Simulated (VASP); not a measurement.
# Dy5C (R-3m) in VASP: a series of runs

Runs on Dy5C. Level: PBE. Tasks: single point.

All numbers are computed with VASP 6.6.1; they aren't measurements. Logs are shortened: lines on timing, memory, paths and dates and some standing lists are left out, and cuts for length are marked.

### 1 The cell of the first run

The structure is trigonal, space group R-3m (No. 166). Conventional cell: a = 6.617 Å, b = 6.617 Å, c = 12.044 Å, α = 90.00°, β = 90.00°, γ = 120.00°. Within 3.7 Å of Dy (site symmetry 2/m) lie 2 C at 2.77 Å and 10 Dy at 3.21 to 3.60 Å. Within 4.0 Å of Dy (site symmetry 3m) lie 13 Dy at 2.86 to 3.99 Å and 3 C at 3.86 Å. Within 3.7 Å of C (site symmetry -3m) lie 6 Dy at 2.77 Å.

The cell was generated, and may not be a known phase.

### 2 Single point, PBE

Contents of INCAR:

```
SYSTEM = Dy5C
  ALGO = Normal
  EDIFF = 1E-6
  ENCUT = 600
  GGA = PE
  GGA_COMPAT = .False.
  ISIF = 2
  ISMEAR = 0
  LASPH = .True.
  LCHARG = .True.
  LELF = .True.
  LMAXMIX = 6
  LREAL = .False.
  LVHAR = .True.
  LWAVE = .False.
  NBANDS = 34
  NELM = 200
  PREC = Accurate
  SIGMA = 0.1
```

Contents of KPOINTS:

```
k-points
0
Gamma
  6 6 6
  0 0 0
```

Contents of POSCAR:

```
Dy5C
1.0
    3.3084396944      1.9101285482      4.0145928031
   -3.3084396944      1.9101285482      4.0145928031
    0.0000000000     -3.8202570963      4.0145928031
Dy C
5 1
Direct
    0.0000000000      0.0000000000      0.5000000000
    0.5000000000      0.0000000000      0.0000000000
    0.0000000000      0.5000000000      0.0000000000
    0.3813127269      0.3813127269      0.3813127269
    0.6186872731      0.6186872731      0.6186872731
    0.0000000000      0.0000000000      0.0000000000
```

Potentials or basis: VASP PAW PBE potentials, release 64 (Dy_3, C), 4f in core.

Command:

```
$ cat potpaw_PBE.64/Dy_3/POTCAR potpaw_PBE.64/C/POTCAR > POTCAR
$ mpirun -np 1 vasp_std > vasp.out
```

OUTCAR:

```text
SYSTEM = Dy5C
   EDIFF = 1E-6
   ENCUT = 600
   GGA = PE
   ISIF = 2
   ISMEAR = 0
   LASPH = .True.
   LREAL = .False.
   NELM = 200
   PREC = Accurate

 ion  position               nearest neighbor table
   1  0.000  0.000  0.500-   6 2.77   6 2.77   4 3.21   5 3.21   3 3.31   2 3.31   3 3.31   2 3.31
                             5 3.60   4 3.60   5 3.60   4 3.60
   2  0.500  0.000  0.000-   6 2.77   6 2.77   4 3.21   5 3.21   3 3.31   3 3.31   1 3.31   1 3.31
                             5 3.60   4 3.60   4 3.60   5 3.60
   3  0.000  0.500  0.000-   6 2.77   6 2.77   4 3.21   5 3.21   2 3.31   2 3.31   1 3.31   1 3.31
                             5 3.60   4 3.60   5 3.60   4 3.60
   4  0.381  0.381  0.381-   5 2.86   3 3.21   2 3.21   1 3.21   2 3.60   3 3.60   1 3.60   1 3.60
                             3 3.60   2 3.60
   5  0.619  0.619  0.619-   4 2.86   3 3.21   2 3.21   1 3.21   2 3.60   3 3.60   1 3.60   1 3.60
                             2 3.60   3 3.60
   6  0.000  0.000  0.000-   1 2.77   1 2.77   3 2.77   2 2.77   3 2.77   2 2.77

  LATTYP: Found a trigonal (rhomboedric) cell.
 ALAT       =     5.5417794666
 COS(alpha) =     0.2871831407

  Lattice vectors:

 A1 = (   3.3084396944,   1.9101285482,   4.0145928031)
 A2 = (  -3.3084396944,   1.9101285482,   4.0145928031)
 A3 = (   0.0000000000,  -3.8202570963,   4.0145928031)

Analysis of symmetry for initial positions (statically):
=====================================================================
 Subroutine PRICEL returns:
 Original cell was already a primitive cell.

 Routine SETGRP: Setting up the symmetry group for a
 trigonal (rhombohedral) supercell.

 Subroutine GETGRP returns: Found 12 space group operations
 (whereof 12 operations were pure point group operations)
 out of a pool of 12 trial point group operations.

The static configuration has the point symmetry D_3d.

Analysis of symmetry for dynamics (positions and initial velocities):
=====================================================================
 Subroutine PRICEL returns:
 Original cell was already a primitive cell.

 Routine SETGRP: Setting up the symmetry group for a
 trigonal (rhombohedral) supercell.

 Subroutine GETGRP returns: Found 12 space group operations
 (whereof 12 operations were pure point group operations)
 out of a pool of 12 trial point group operations.

The dynamic configuration has the point symmetry D_3d.

 Subroutine INISYM returns: Found 12 space group operations
 (whereof 12 operations are pure point group operations),
 and found     1 'primitive' translations

[... 95 lines left out ...]
   ICHARG =      2    charge: 1-file 2-atom 10-const
   ISPIN  =      1    spin polarized calculation?
   LNONCOLLINEAR =      F non collinear calculations
   LSORBIT =      F    spin-orbit coupling
   LASPH  =      T    aspherical Exc in radial PAW
   ENCUT  =  600.0 eV  44.10 Ry    6.64 a.u.  11.07 11.07 11.07*2*pi/ulx,y,z
   NELM   =    200;   NELMIN=  2; NELMDL= -5     # of ELM steps
   EDIFF  = 0.1E-05   stopping-criterion for ELM
   LREAL  =      F    real-space projection
[... 7 lines left out ...]
   TEBEG  =    0.0;   TEEND  =   0.0 temperature during run
   PSTRESS=    0.0 pullay stress
   NELECT =      49.0000    total number of electrons
   NUPDOWN=      -1.0000    fix difference up-down
   EMIN   =  10.00;   EMAX   =-10.00  energy-range for DOS
   EFERMI =   0.00;   METHOD = LEGACY
   ISMEAR =     0;   SIGMA  =   0.10  broadening in eV -4-tet -1-fermi 0-gaus
   EFERMI_NEDOS =   21; number of points for ismear=-14 and -15
   IALGO  =     38    algorithm
   IMIX   =      4    mixing-type and parameters
     AMIX     =   0.40;   BMIX     =  1.00
     AMIX_MAG =   1.60;   BMIX_MAG =  1.00
  volume/ion in A,a.u.               =      25.37       171.21
  Fermi-wavevector in a.u.,A,eV,Ry     =   1.121969  2.120213 17.127195  1.258813
  Thomas-Fermi vector in A             =   2.258626
   LORBIT       =      0    0 simple, 1 ext, 2 COOP (PROOUT), +10 PAW based schemes
   GGA     = PE    functional components
   LHFCALC =     F    Hartree Fock is set to
   AEXX    =    0.0000 exact exchange contribution
   IVDW    =     0    specifies the selected vdW correction
   LEPSILON=     F    determine dielectric tensor
   LRPA    =     F    only Hartree local field effects (RPA)
 non-spin polarized calculation
 Gauss-broadening in eV      SIGMA  =   0.10
  energy-cutoff  :      600.00
  volume of cell :      152.22
 maximum number of plane-waves:      5110
 NGX is ok and might be reduce to    48
   NGX = 23   NGY = 23   NGZ = 23

 number of electron      48.9999999 magnetization

 Free energy of the ion-electron system (eV)
  ---------------------------------------------------
  ext. energy  EPLUGINS =         0.00000000
  ---------------------------------------------------
  free energy    TOTEN  =       -29.90781097 eV

  energy without entropy =      -29.88158075  energy(sigma->0) =      -29.89469586

 E-fermi :   3.4684     XC(G=0): -10.2830

 val. band max:        3.4519224157   @ k =   0.5000   0.1667   0.1667
 cond. band min:       3.4849469132   @ k =   0.5000   0.3333   0.0000
 fundamental gap:      0.0330244975
 Fermi energy:         3.4684267166

 k-point     1 :       0.0000    0.0000    0.0000
  band No.  band energies     occupation
      1     -20.1780      2.00000
      2     -20.1069      2.00000
      3     -19.7830      2.00000
      4     -19.7830      2.00000
      5     -19.6065      2.00000
      6     -19.6065      2.00000
[... 877 lines left out ...]
     33       6.1479      0.00000
     34       6.4062      0.00000

 [... further k-points ...]
[... 5 lines left out ...]
  --------------------------------------------------------------------------------------
  -------------------------------------------------------------------------------------
  Total        0.3788611      0.3788611      0.4869519      0.0000000      0.0000000      0.0000000
  in kB        3.9876040      3.9876040      5.1252858      0.0000000      0.0000000      0.0000000
  external PRESSURE =       4.3668313 kB  Pullay stress =       0.0000000 kB

 VOLUME and BASIS-vectors are now :
 -----------------------------------------------------------------------------
  energy-cutoff  :      600.00
  volume of cell :      152.22
      direct lattice vectors                 reciprocal lattice vectors
     3.308439694  1.910128548  4.014592803     0.151128643  0.087254162  0.083030422
    -3.308439694  1.910128548  4.014592803    -0.151128643  0.087254162  0.083030422
     0.000000000 -3.820257096  4.014592803     0.000000000 -0.174508325  0.083030422

 POSITION                                       TOTAL-FORCE (eV/Angst)
 -----------------------------------------------------------------------------------
      0.00000     -1.91013      2.00730         0.000000      0.000000     -0.000000
      1.65422      0.95506      2.00730         0.000000      0.000000     -0.000000
     -1.65422      0.95506      2.00730        -0.000000      0.000000     -0.000000
      0.00000      0.00000      4.59245         0.000000     -0.000000     -0.047183
      0.00000      0.00000      7.45133         0.000000      0.000000      0.047183
      0.00000      0.00000      0.00000         0.000000      0.000000     -0.000000
 -----------------------------------------------------------------------------------
    total drift:                                0.000000     -0.000000      0.000000

  FREE ENERGIE OF THE ION-ELECTRON SYSTEM (eV)
  ---------------------------------------------------
  free  energy   TOTEN  =       -29.9078109747 eV

  energy  without entropy=      -29.8815807513  energy(sigma->0) =      -29.89469586
```

It took 2.8 min on 1 thread of AMD EPYC 9R45 (Zen 5), shared host; peak memory 0.38 GiB.

Results:

| Property | Result |
| --- | --- |
| Free energy | -29.9078 eV |
| Pressure | 0.4 GPa |
| Largest force | 0.047 eV/Å |
| Band gap on the k mesh | zero (an odd number of electrons rules out a gap without spin polarisation) |

Forces in eV/Å, atoms in the order of the input:
```
Dy   0.000  0.000  0.000
Dy   0.000  0.000  0.000
Dy   0.000  0.000  0.000
Dy   0.000  0.000 -0.047
Dy   0.000  0.000  0.047
C    0.000  0.000  0.000
```

Caveat: spin-orbit coupling is left out, which moves the levels of the heavy elements; the 4f electrons are frozen in the core, so they carry no moment and show no levels.

### 3 Single point, PBE

This run uses another cell than the first one, of 25.12 Å³/atom.

Contents of INCAR:

```
SYSTEM = Dy5C
PREC = Accurate
ENCUT = 600
EDIFF = 1E-6
ISMEAR = 0
SIGMA = 0.2
LREAL = .False.
LASPH = .True.
NELM = 200
ALGO = Normal
ISIF = 2
LWAVE = .False.
LCHARG = .False.
GGA = PE
NBANDS = 34
GGA_COMPAT = .False.
LMAXMIX = 6
```

Contents of KPOINTS:

```
Automatic mesh
0
Gamma
  4 4 4
  0 0 0
```

Contents of POSCAR:

```
Dy5C
1.0
    3.2980849033      1.9041502068      4.0002458285
   -3.2980849033      1.9041502068      4.0002458285
    0.0000000000     -3.8083004135      4.0002458285
Dy C
5 1
Direct
    0.0000000000      0.0000000000      0.5000000000
    0.5000000000      0.0000000000      0.0000000000
    0.0000000000      0.5000000000      0.0000000000
    0.3807134491      0.3807134491      0.3807134491
    0.6192865509      0.6192865509      0.6192865509
    0.0000000000      0.0000000000      0.0000000000
```

Potentials or basis: VASP PAW PBE potentials, release 64 (Dy_3, C), 4f in core.

Command:

```
$ cat potpaw_PBE.64/Dy_3/POTCAR potpaw_PBE.64/C/POTCAR > POTCAR
$ mpirun -np 1 vasp_std > vasp.out
```

It took 45 s on 1 thread of Intel Xeon 6975P-C (Granite Rapids), shared host; peak memory 0.35 GiB.

Results (log left out):

```yaml
Free_energy: -29.9551 eV
Pressure: 0.8 GPa
Largest_force: 0.035 eV/Å
Band_gap_on_the_k_mesh: zero (an odd number of electrons rules out a gap without spin polarisation)
```

Forces on the atoms (eV/Å):
```
Dy   0.000  0.000  0.000
Dy   0.000  0.000  0.000
Dy   0.000  0.000  0.000
Dy   0.000  0.000 -0.035
Dy   0.000  0.000  0.035
C    0.000  0.000  0.000
```

Stress tensor (GPa, compression positive):
```
0.90 0.00 0.00
0.00 0.90 0.00
0.00 0.00 0.71
```

Levels at points of the mesh, in eV from the Fermi level:
| k point | band 21 | band 22 | band 23 | band 24 | band 25 | band 26 | band 27 | band 28 | band 29 | band 30 |
| --- | --- | --- | --- | --- | --- | --- | --- | --- | --- | --- |
| (0.00, 0.00, 0.00) | -0.91 | -0.91 | -0.34 | 0.07 | 0.07 | 0.15 | 0.15 | 0.73 | 1.95 | 2.21 |
| (0.50, 0.00, 0.00) | -1.21 | -1.13 | -0.97 | -0.45 | -0.44 | 0.61 | 0.71 | 0.84 | 0.92 | 1.65 |
| (0.50, 0.50, 0.00) | -1.54 | -0.76 | -0.61 | -0.27 | -0.17 | 0.12 | 0.54 | 0.88 | 1.38 | 1.52 |
| (0.50, 0.50, 0.50) | -1.40 | -0.89 | -0.24 | -0.24 | 0.68 | 0.68 | 1.00 | 1.00 | 1.46 | 1.46 |

Caveat: spin-orbit coupling is left out, which moves the levels of the heavy elements; the 4f electrons are frozen in the core, so they carry no moment and show no levels. Spin polarisation is off, so any magnetic state and its effect on volume and gap are missing.

The gap in the log of VASP goes by the Fermi energy; the results here count the filled bands.